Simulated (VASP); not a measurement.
# CoO (R-3m) in VASP: further runs, part 2 of 2

VASP 6.6.1. The steps go on from the part before.

## 3. Single point, PBE, collinear spin, ferromagnetic start (equal xy, yz and zx shear strains of +3 %)

Input file INCAR:

```
SYSTEM = CoO
PREC = Accurate
ENCUT = 520
EDIFF = 1E-6
ISMEAR = -1
SIGMA = 0.05
LREAL = .False.
LASPH = .True.
NELM = 150
ALGO = Normal
ISIF = 2
LWAVE = .False.
LCHARG = .False.
ISPIN = 2
MAGMOM = 2 0
LORBIT = 11
LMAXMIX = 4
GGA = PE
NBANDS = 18
```

Input file KPOINTS:

```
regular mesh
0
Gamma
  16 16 16
  0 0 0
```

Input file POSCAR:

```
CoO
1.0
    0.0639450000      2.1634725000      2.1634725000
    2.1634725000      0.0639450000      2.1634725000
    2.1634725000      2.1634725000      0.0639450000
Co O
1 1
Direct
    0.0000000000      0.0000000000      0.0000000000
    0.5000000000      0.5000000000      0.5000000000
```

Potentials or basis: VASP PAW PBE potentials, release 64 (Co, O).

Command:

```
> cat potpaw_PBE.64/Co/POTCAR potpaw_PBE.64/O/POTCAR > POTCAR
> mpirun -np 1 vasp_std > vasp.out
```

OUTCAR:

```text
SYSTEM = CoO
   PREC = Accurate
   ENCUT = 520
   EDIFF = 1E-6
   ISMEAR = -1
   LREAL = .False.
   LASPH = .True.
   NELM = 150
   ISIF = 2
   ISPIN = 2
   LORBIT = 11
   GGA = PE

 ion  position               nearest neighbor table
   1  0.000  0.000  0.000-   2 2.13   2 2.13   2 2.13   2 2.13   2 2.13   2 2.13
   2  0.500  0.500  0.500-   1 2.13   1 2.13   1 2.13   1 2.13   1 2.13   1 2.13

  LATTYP: Found a trigonal (rhomboedric) cell.
 ALAT       =     3.0602802943
 COS(alpha) =     0.5293254421

  Lattice vectors:

 A1 = (   0.0639450000,   2.1634725000,   2.1634725000)
 A2 = (   2.1634725000,   0.0639450000,   2.1634725000)
 A3 = (   2.1634725000,   2.1634725000,   0.0639450000)

Analysis of symmetry for initial positions (statically):
=====================================================================
 Subroutine PRICEL returns:
 Original cell was already a primitive cell.

 Routine SETGRP: Setting up the symmetry group for a
 trigonal (rhombohedral) supercell.

 Subroutine GETGRP returns: Found 12 space group operations
 (whereof 12 operations were pure point group operations)
 out of a pool of 12 trial point group operations.

The static configuration has the point symmetry D_3d.

Analysis of symmetry for dynamics (positions and initial velocities):
=====================================================================
 Subroutine PRICEL returns:
 Original cell was already a primitive cell.

 Routine SETGRP: Setting up the symmetry group for a
 trigonal (rhombohedral) supercell.

 Subroutine GETGRP returns: Found 12 space group operations
 (whereof 12 operations were pure point group operations)
 out of a pool of 12 trial point group operations.

The dynamic configuration has the point symmetry D_3d.

Analysis of structural, dynamic, and magnetic symmetry:
=====================================================================
 Subroutine PRICEL returns:
 Original cell was already a primitive cell.

 Routine SETGRP: Setting up the symmetry group for a
 trigonal (rhombohedral) supercell.

 Subroutine GETGRP returns: Found 12 space group operations
 (whereof 12 operations were pure point group operations)
 out of a pool of 12 trial point group operations.

The overall configuration has the point symmetry D_3d.

 Subroutine INISYM returns: Found 12 space group operations
 (whereof 12 operations are pure point group operations),
 and found     1 'primitive' translations

----------------------------------------------------------------------------------------

                                     Primitive cell

  volume of cell :      19.3551

  direct lattice vectors                    reciprocal lattice vectors
     0.063945000  2.163472500  2.163472500    -0.241617008  0.234680635  0.234680635
     2.163472500  0.063945000  2.163472500     0.234680635 -0.241617008  0.234680635
     2.163472500  2.163472500  0.063945000     0.234680635  0.234680635 -0.241617008

  length of vectors
     3.060280294  3.060280294  3.060280294     0.410522569  0.410522569  0.410522569

  position of ions in fractional coordinates (direct lattice)
     0.000000000  0.000000000  0.000000000
     0.500000000  0.500000000  0.500000000

  ion indices of the primitive-cell ions
   primitive index   ion index
[... 65 lines left out ...]
   PREC   = accura    normal or accurate (medium, high low for compatibility)
   ISTART =      0    job   : 0-new  1-cont  2-samecut
   ICHARG =      2    charge: 1-file 2-atom 10-const
   ISPIN  =      2    spin polarized calculation?
   LNONCOLLINEAR =      F non collinear calculations
   LSORBIT =      F    spin-orbit coupling
   LASPH  =      T    aspherical Exc in radial PAW
   ENCUT  =  520.0 eV  38.22 Ry    6.18 a.u.   5.69  5.69  5.69*2*pi/ulx,y,z
   NELM   =    150;   NELMIN=  2; NELMDL= -5     # of ELM steps
   EDIFF  = 0.1E-05   stopping-criterion for ELM
   LREAL  =      F    real-space projection
   EDIFFG = 0.1E-04   stopping-criterion for IOM
   NSW    =      0    number of steps for IOM
   IBRION =     -1    ionic relax: 0-MD 1-quasi-New 2-CG
   NFREE  =      0    steps in history (QN), initial steepest desc. (CG)
   ISIF   =      2    stress and relaxation
   ISYM   =      2    0-nonsym 1-usesym 2-fastsym
   POTIM  = 0.5000    time-step for ionic-motion
   TEBEG  =    0.0;   TEEND  =   0.0 temperature during run
   PSTRESS=    0.0 pullay stress
   NELECT =      15.0000    total number of electrons
   NUPDOWN=      -1.0000    fix difference up-down
   EMIN   =  10.00;   EMAX   =-10.00  energy-range for DOS
   EFERMI =   0.00;   METHOD = LEGACY
   ISMEAR =    -1;   SIGMA  =   0.05  broadening in eV -4-tet -1-fermi 0-gaus
   EFERMI_NEDOS =   21; number of points for ismear=-14 and -15
   IALGO  =     38    algorithm
   IMIX   =      4    mixing-type and parameters
     AMIX     =   0.40;   BMIX     =  1.00
     AMIX_MAG =   1.60;   BMIX_MAG =  1.00
  volume/ion in A,a.u.               =       9.68        65.31
  Fermi-wavevector in a.u.,A,eV,Ry     =   1.503742  2.841660 30.766041  2.261240
  Thomas-Fermi vector in A             =   2.614813
   LORBIT       =     11    0 simple, 1 ext, 2 COOP (PROOUT), +10 PAW based schemes
   GGA     = PE    functional components
   LHFCALC =     F    Hartree Fock is set to
   AEXX    =    0.0000 exact exchange contribution
   IVDW    =     0    specifies the selected vdW correction
   LEPSILON=     F    determine dielectric tensor
   LRPA    =     F    only Hartree local field effects (RPA)
 spin polarized calculation
  energy-cutoff  :      520.00
  volume of cell :       19.36
 maximum number of plane-waves:       540
   NGX = 11   NGY = 11   NGZ = 11

 number of electron      14.9999999 magnetization       2.9028004

 Free energy of the ion-electron system (eV)
  ---------------------------------------------------
  ext. energy  EPLUGINS =         0.00000000
  ---------------------------------------------------
  free energy    TOTEN  =       -13.06535998 eV

  energy without entropy =      -13.03384119  energy(sigma->0) =      -13.04960058

 E-fermi :   7.8674     XC(G=0): -12.4004

 val. band max:        7.8665301907   @ k =  -0.3125  -0.3125   0.2500
 cond. band min:       7.8674923842   @ k =  -0.0625   0.5000   0.0625
 fundamental gap:      0.0009621935
 Fermi energy:         7.8674185857

 spin component 1

 k-point     1 :       0.0000    0.0000    0.0000
  band No.  band energies     occupation
      1     -12.2856      1.00000
      2       4.5726      1.00000
      3       4.5800      1.00000
      4       4.6038      1.00000
      5       4.6038      1.00000
      6       4.8855      1.00000
[... 493 lines left out ...]
     17      31.2621      0.00000
     18      33.7871      0.00000

 [... further k-points ...]

 spin component 2

 k-point     1 :       0.0000    0.0000    0.0000
  band No.  band energies     occupation
      1     -11.7856      1.00000
      2       5.1205      1.00000
      3       5.4514      1.00000
      4       5.4514      1.00000
      5       6.6917      1.00000
      6       6.8084      1.00000
[... 493 lines left out ...]
     17      32.0309      0.00000
     18      34.6257      0.00000

 [... further k-points ...]

------------------------ aborting loop because EDIFF is reached ----------------------------------------

  FORCE on cell =-STRESS in cart. coord.  units (eV):
  Direction    XX          YY          ZZ          XY          YZ          ZX
  --------------------------------------------------------------------------------------
  -------------------------------------------------------------------------------------
  Total       -0.3018129     -0.3018129     -0.3018129      0.0523697      0.0523697      0.0523697
  in kB      -24.9834701    -24.9834701    -24.9834701      4.3350614      4.3350614      4.3350614
  external PRESSURE =     -24.9834701 kB  Pullay stress =       0.0000000 kB

 VOLUME and BASIS-vectors are now :
 -----------------------------------------------------------------------------
  energy-cutoff  :      520.00
  volume of cell :       19.36
      direct lattice vectors                 reciprocal lattice vectors
     0.063945000  2.163472500  2.163472500    -0.241617008  0.234680635  0.234680635
     2.163472500  0.063945000  2.163472500     0.234680635 -0.241617008  0.234680635
     2.163472500  2.163472500  0.063945000     0.234680635  0.234680635 -0.241617008

 POSITION                                       TOTAL-FORCE (eV/Angst)
 -----------------------------------------------------------------------------------
      0.00000      0.00000      0.00000         0.000000     -0.000000      0.000000
      2.19545      2.19545      2.19545        -0.000000      0.000000     -0.000000
 -----------------------------------------------------------------------------------
    total drift:                                0.000000     -0.000000     -0.000000

  FREE ENERGIE OF THE ION-ELECTRON SYSTEM (eV)
  ---------------------------------------------------
  free  energy   TOTEN  =       -13.0653599784 eV

  energy  without entropy=      -13.0338411900  energy(sigma->0) =      -13.04960058

 total charge

# of ion       s       p       d       tot
------------------------------------------
    1        0.294   0.355   7.141   7.789
    2        1.556   3.422   0.000   4.978
--------------------------------------------------
tot          1.850   3.777   7.141  12.767

 magnetization (x)

# of ion       s       p       d       tot
------------------------------------------
    1        0.020   0.018   2.517   2.555
    2        0.028   0.269   0.000   0.297
--------------------------------------------------
tot          0.049   0.286   2.517   2.852
```

It took 9.4 min on 1 thread of Intel Xeon 8259CL, shared host; peak memory 0.33 GiB.

What came out:

```yaml
Free_energy: -13.0654 eV
Pressure: -2.5 GPa
Net_moment: 2.90 μB per cell
Site_moments: Co +2.56; O +0.30 μB
Valence_electrons_inside_the_program's_atomic_spheres: Co 7.79; O 4.98
```

Caveat: the cell differs from its parent crystal (equal xy, yz and zx shear strains of +3 %); a cell with one magnetic atom can't hold antiferromagnetic order, which such compounds often take; semilocal functionals often make such compounds metallic where correlation or magnetic order opens a gap, which also shifts bond lengths.
